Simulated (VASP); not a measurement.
# NaRu3 (Pm-3m) in VASP: single point with r2SCAN

Aim: the single point of NaRu3 with r2SCAN.

Everything below comes from runs of VASP 6.6.1. Logs are shortened: lines on timing, memory, paths and dates and some standing lists are left out, and cuts for length are marked.

## 1. The cell of the first run

The structure is cubic, space group Pm-3m (No. 221). Conventional cell: a = 3.858 Å, b = 3.858 Å, c = 3.858 Å, α = 90.00°, β = 90.00°, γ = 90.00°. Within 3.6 Å of Na (site symmetry m-3m) lie 12 Ru at 2.73 Å. Within 3.6 Å of Ru (site symmetry 4/mmm) lie 4 Na at 2.73 Å and 8 Ru at 2.73 Å.

## 2. Single point, r2SCAN

File POSCAR:

```
NaRu3
1.0
    3.8578845814      0.0000000000      0.0000000000
    0.0000000000      3.8578845814      0.0000000000
    0.0000000000      0.0000000000      3.8578845814
Na Ru
1 3
Direct
    0.0000000000      0.0000000000      0.0000000000
    0.0000000000      0.5000000000      0.5000000000
    0.5000000000      0.0000000000      0.5000000000
    0.5000000000      0.5000000000      0.0000000000
```

File INCAR.step1:

```
PREC = Accurate
ENCUT = 520
ISMEAR = 0
SIGMA = 0.1
LREAL = False
LASPH = True
NELM = 100
NBANDS = 32
GGA = PE
ALGO = Normal
EDIFF = 1E-4
LWAVE = True
LCHARG = False
```

File INCAR.step2:

```
PREC = Accurate
ENCUT = 520
EDIFF = 1E-7
ISMEAR = 0
SIGMA = 0.1
LREAL = False
LASPH = True
NELM = 100
ALGO = Normal
ISIF = 2
LWAVE = False
LCHARG = False
METAGGA = R2SCAN
LMIXTAU = True
NBANDS = 32
ISTART = 1
```

File KPOINTS:

```
Automatic mesh
0
Gamma
  12 12 12
```

Potentials or basis: VASP PAW PBE potentials, release 64 (Na_pv, Ru_pv).

Started as:

```bash
$ cat potpaw_PBE.64/Na_pv/POTCAR potpaw_PBE.64/Ru_pv/POTCAR > POTCAR
$ cp INCAR.step1 INCAR
$ mpirun -np 1 vasp_std > vasp.out
$ cp INCAR.step2 INCAR
$ mpirun -np 1 vasp_std > vasp.out
```

OUTCAR:

```text
PREC = Accurate
   ENCUT = 520
   EDIFF = 1E-7
   ISMEAR = 0
   LREAL = False
   LASPH = True
   NELM = 100
   ISIF = 2
   METAGGA = R2SCAN
   ISTART = 1

 ion  position               nearest neighbor table
   1  0.000  0.000  0.000-   2 2.73   3 2.73   4 2.73   2 2.73   3 2.73   2 2.73   4 2.73   2 2.73
                             3 2.73   4 2.73   3 2.73   4 2.73
   2  0.000  0.500  0.500-   1 2.73   3 2.73   4 2.73   1 2.73   4 2.73   1 2.73   3 2.73   1 2.73
                             3 2.73   4 2.73   4 2.73   3 2.73
   3  0.500  0.000  0.500-   1 2.73   2 2.73   4 2.73   1 2.73   4 2.73   2 2.73   4 2.73   4 2.73
                             1 2.73   2 2.73   1 2.73   2 2.73
   4  0.500  0.500  0.000-   1 2.73   2 2.73   3 2.73   2 2.73   3 2.73   1 2.73   3 2.73   3 2.73
                             1 2.73   2 2.73   2 2.73   1 2.73

  LATTYP: Found a simple cubic cell.
 ALAT       =     3.8578845814

  Lattice vectors:

 A1 = (   3.8578845814,   0.0000000000,   0.0000000000)
 A2 = (   0.0000000000,   3.8578845814,   0.0000000000)
 A3 = (   0.0000000000,   0.0000000000,   3.8578845814)

Analysis of symmetry for initial positions (statically):
=====================================================================
 Subroutine PRICEL returns:
 Original cell was already a primitive cell.

 Routine SETGRP: Setting up the symmetry group for a
 simple cubic supercell.

 Subroutine GETGRP returns: Found 48 space group operations
 (whereof 48 operations were pure point group operations)
 out of a pool of 48 trial point group operations.

The static configuration has the point symmetry O_h .

Analysis of symmetry for dynamics (positions and initial velocities):
=====================================================================
 Subroutine PRICEL returns:
 Original cell was already a primitive cell.

 Routine SETGRP: Setting up the symmetry group for a
 simple cubic supercell.

 Subroutine GETGRP returns: Found 48 space group operations
 (whereof 48 operations were pure point group operations)
 out of a pool of 48 trial point group operations.

The dynamic configuration has the point symmetry O_h .

 Subroutine INISYM returns: Found 48 space group operations
 (whereof 48 operations are pure point group operations),
 and found     1 'primitive' translations

----------------------------------------------------------------------------------------

                                     Primitive cell

  volume of cell :      57.4180

  direct lattice vectors                    reciprocal lattice vectors
     3.857884581  0.000000000  0.000000000     0.259209414  0.000000000  0.000000000
     0.000000000  3.857884581  0.000000000     0.000000000  0.259209414  0.000000000
     0.000000000  0.000000000  3.857884581     0.000000000  0.000000000  0.259209414

  length of vectors
     3.857884581  3.857884581  3.857884581     0.259209414  0.259209414  0.259209414

  position of ions in fractional coordinates (direct lattice)
     0.000000000  0.000000000  0.000000000
     0.000000000  0.500000000  0.500000000
     0.500000000  0.000000000  0.500000000
     0.500000000  0.500000000  0.000000000

  ion indices of the primitive-cell ions
   primitive index   ion index
                 1           1
                 2           2
                 3           3
                 4           4

----------------------------------------------------------------------------------------

 KPOINTS: Automatic mesh

Automatic generation of k-mesh.
 Grid dimensions read from file:
 generate k-points for:   12   12   12

 Generating k-lattice:

  Cartesian coordinates                     Fractional coordinates (reciprocal lattice)
     0.021600784  0.000000000  0.000000000     0.083333333  0.000000000  0.000000000
     0.000000000  0.021600784  0.000000000     0.000000000  0.083333333  0.000000000
     0.000000000  0.000000000  0.021600784     0.000000000  0.000000000  0.083333333

  Length of vectors
     0.021600784  0.021600784  0.021600784

  Shift w.r.t. Gamma in fractional coordinates (k-lattice)
     0.000000000  0.000000000  0.000000000

 Subroutine IBZKPT returns following result:
 ===========================================

 Found     84 irreducible k-points:

 Following reciprocal coordinates:
            Coordinates               Weight
  0.000000  0.000000  0.000000      1.000000
  0.083333  0.000000  0.000000      6.000000
  0.166667  0.000000  0.000000      6.000000
  0.250000  0.000000  0.000000      6.000000
  0.333333  0.000000  0.000000      6.000000
  0.416667  0.000000  0.000000      6.000000
[... 16 lines left out ...]
  0.333333  0.333333  0.000000     12.000000
  0.416667  0.333333  0.000000     24.000000
 [... further k-points ...]
   k-points           NKPTS =     84   k-points in BZ     NKDIM =     84   number of bands    NBANDS=     32
   number of dos      NEDOS =    301   number of ions     NIONS =      4
   total plane-waves  NPLWV =  27000
   dimension x,y,z NGX =    30 NGY =   30 NGZ =   30
   dimension x,y,z NGXF=    60 NGYF=   60 NGZF=   60
   ions per type =               1   3
   NGX,Y,Z   is equivalent  to a cutoff of  12.93, 12.93, 12.93 a.u.
   NGXF,Y,Z  is equivalent  to a cutoff of  25.86, 25.86, 25.86 a.u.
 SYSTEM =  unknown system
   PREC   = accura    normal or accurate (medium, high low for compatibility)
   ISTART =      1    job   : 0-new  1-cont  2-samecut
   ICHARG =      0    charge: 1-file 2-atom 10-const
   ISPIN  =      1    spin polarized calculation?
   LNONCOLLINEAR =      F non collinear calculations
   LSORBIT =      F    spin-orbit coupling
   LASPH  =      T    aspherical Exc in radial PAW
   ENCUT  =  520.0 eV  38.22 Ry    6.18 a.u.   7.17  7.17  7.17*2*pi/ulx,y,z
   NELM   =    100;   NELMIN=  2; NELMDL=  0     # of ELM steps
   EDIFF  = 0.1E-06   stopping-criterion for ELM
   LREAL  =      F    real-space projection
   EDIFFG = 0.1E-05   stopping-criterion for IOM
   NSW    =      0    number of steps for IOM
   IBRION =     -1    ionic relax: 0-MD 1-quasi-New 2-CG
   NFREE  =      0    steps in history (QN), initial steepest desc. (CG)
   ISIF   =      2    stress and relaxation
   ISYM   =      2    0-nonsym 1-usesym 2-fastsym
   POTIM  = 0.5000    time-step for ionic-motion
   TEBEG  =    0.0;   TEEND  =   0.0 temperature during run
   PSTRESS=    0.0 pullay stress
   NELECT =      49.0000    total number of electrons
   NUPDOWN=      -1.0000    fix difference up-down
   EMIN   =  10.00;   EMAX   =-10.00  energy-range for DOS
   EFERMI =   0.00;   METHOD = LEGACY
   ISMEAR =     0;   SIGMA  =   0.10  broadening in eV -4-tet -1-fermi 0-gaus
   EFERMI_NEDOS =   21; number of points for ismear=-14 and -15
   IALGO  =     38    algorithm
   IMIX   =      4    mixing-type and parameters
     AMIX     =   0.40;   BMIX     =  1.00
     AMIX_MAG =   1.60;   BMIX_MAG =  1.00
  volume/ion in A,a.u.               =      14.35        96.87
  Fermi-wavevector in a.u.,A,eV,Ry     =   1.552831  2.934426 32.807527  2.411285
  Thomas-Fermi vector in A             =   2.657150
   LORBIT       =      0    0 simple, 1 ext, 2 COOP (PROOUT), +10 PAW based schemes
   METAGGA = R2SCAN    functional components
   LHFCALC =     F    Hartree Fock is set to
   AEXX    =    0.0000 exact exchange contribution
   IVDW    =     0    specifies the selected vdW correction
   LEPSILON=     F    determine dielectric tensor
   LRPA    =     F    only Hartree local field effects (RPA)
 non-spin polarized calculation
 Gauss-broadening in eV      SIGMA  =   0.10
  energy-cutoff  :      520.00
  volume of cell :       57.42
 maximum number of plane-waves:      1568
 NGX is ok and might be reduce to    30
   NGX = 15   NGY = 15   NGZ = 15

 number of electron      49.0000043 magnetization

 Free energy of the ion-electron system (eV)
  ---------------------------------------------------
  ext. energy  EPLUGINS =         0.00000000
  ---------------------------------------------------
  free energy    TOTEN  =       -75.98606522 eV

  energy without entropy =      -75.95240235  energy(sigma->0) =      -75.96923379

 E-fermi :   9.2507     XC(G=0): -13.7976

 val. band max:        9.2500985976   @ k =   0.5000   0.5000   0.2500
 cond. band min:       9.2514059767   @ k =   0.5000   0.0000   0.0000
 fundamental gap:      0.0013073791
 Fermi energy:         9.2507475879

 k-point     1 :       0.0000    0.0000    0.0000
  band No.  band energies     occupation
      1     -34.8660      2.00000
      2     -34.8660      2.00000
      3     -34.8660      2.00000
      4     -34.3961      2.00000
      5     -34.3961      2.00000
      6     -34.3961      2.00000
[... 24 lines left out ...]
     31      13.7011      0.00000
     32      18.4964      0.00000

 k-point     2 :       0.0833    0.0000    0.0000
  band No.  band energies     occupation
      1     -34.8599      2.00000
      2     -34.8599      2.00000
      3     -34.8560      2.00000
      4     -34.3980      2.00000
      5     -34.3980      2.00000
      6     -34.3968      2.00000
[... 24 lines left out ...]
     31      14.1195      0.00000
     32      18.4964      0.00000

 k-point     3 :       0.1667    0.0000    0.0000
  band No.  band energies     occupation
      1     -34.8426      2.00000
      2     -34.8426      2.00000
      3     -34.8267      2.00000
      4     -34.4043      2.00000
      5     -34.4043      2.00000
      6     -34.3988      2.00000
[... 24 lines left out ...]
     31      14.9442      0.00000
     32      18.4965      0.00000

 k-point     4 :       0.2500    0.0000    0.0000
  band No.  band energies     occupation
      1     -34.8168      2.00000
      2     -34.8168      2.00000
      3     -34.7797      2.00000
      4     -34.4154      2.00000
      5     -34.4154      2.00000
      6     -34.4015      2.00000
[... 654 lines left out ...]
     31      16.2736      0.00000
     32      18.4966      0.00000

 k-point    23 :       0.3333    0.3333    0.0000
  band No.  band energies     occupation
      1     -34.8548      2.00000
      2     -34.6959      2.00000
      3     -34.6495      2.00000
      4     -34.5513      2.00000
      5     -34.4380      2.00000
      6     -34.4248      2.00000
[... 24 lines left out ...]
     31      16.3953      0.00000
     32      18.4971      0.00000

 k-point    24 :       0.4167    0.3333    0.0000
  band No.  band energies     occupation
      1     -34.8533      2.00000
      2     -34.6888      2.00000
      3     -34.6636      2.00000
      4     -34.5122      2.00000
      5     -34.4464      2.00000
      6     -34.4453      2.00000
[... 24 lines left out ...]
     31      15.5597      0.00000
     32      18.4965      0.00000

 [... further k-points ...]
[... 5 lines left out ...]
  --------------------------------------------------------------------------------------
  -------------------------------------------------------------------------------------
  Total        0.1946111      0.1946111      0.1946111      0.0000000     -0.0000000      0.0000000
  in kB        5.4303837      5.4303837      5.4303837      0.0000000     -0.0000000      0.0000000
  external PRESSURE =       5.4303837 kB  Pullay stress =       0.0000000 kB

 VOLUME and BASIS-vectors are now :
 -----------------------------------------------------------------------------
  energy-cutoff  :      520.00
  volume of cell :       57.42
      direct lattice vectors                 reciprocal lattice vectors
     3.857884581  0.000000000  0.000000000     0.259209414  0.000000000  0.000000000
     0.000000000  3.857884581  0.000000000     0.000000000  0.259209414  0.000000000
     0.000000000  0.000000000  3.857884581     0.000000000  0.000000000  0.259209414

 POSITION                                       TOTAL-FORCE (eV/Angst)
 -----------------------------------------------------------------------------------
      0.00000      0.00000      0.00000         0.000000      0.000000      0.000000
      0.00000      1.92894      1.92894         0.000000      0.000000      0.000000
      1.92894      0.00000      1.92894         0.000000      0.000000      0.000000
      1.92894      1.92894      0.00000         0.000000      0.000000      0.000000
 -----------------------------------------------------------------------------------
    total drift:                                0.000000      0.000000     -0.000000

  FREE ENERGIE OF THE ION-ELECTRON SYSTEM (eV)
  ---------------------------------------------------
  free  energy   TOTEN  =       -75.9860652207 eV

  energy  without entropy=      -75.9524023526  energy(sigma->0) =      -75.96923379
```

Run time: 10 min. Hardware: 1 thread of AMD EPYC 7R43 (Zen 3), shared host; peak memory 0.22 GiB.

Results:

```
Free energy : -75.9861 eV
Pressure    : 0.5 GPa
```

Levels at points of the mesh, in eV from the Fermi level:
```csv
k point,band 21,band 22,band 23,band 24,band 25,band 26,band 27,band 28,band 29,band 30
"(0.00, 0.00, 0.00)",-0.57,-0.57,0.87,0.87,2.01,2.47,2.47,2.47,4.45,4.45
"(0.50, 0.00, 0.00)",-1.96,-1.34,-0.81,-0.67,-0.22,-0.22,0.00,1.03,2.47,8.56
"(0.50, 0.50, 0.00)",-1.85,-1.85,-0.83,-0.83,-0.81,0.05,0.31,0.31,2.33,4.62
"(0.50, 0.50, 0.50)",-0.70,-0.70,0.14,0.14,1.21,1.98,1.98,1.98,2.01,2.01
```

Caveat: the PAW data sets were made with another functional, which shifts forces and pressure a little.
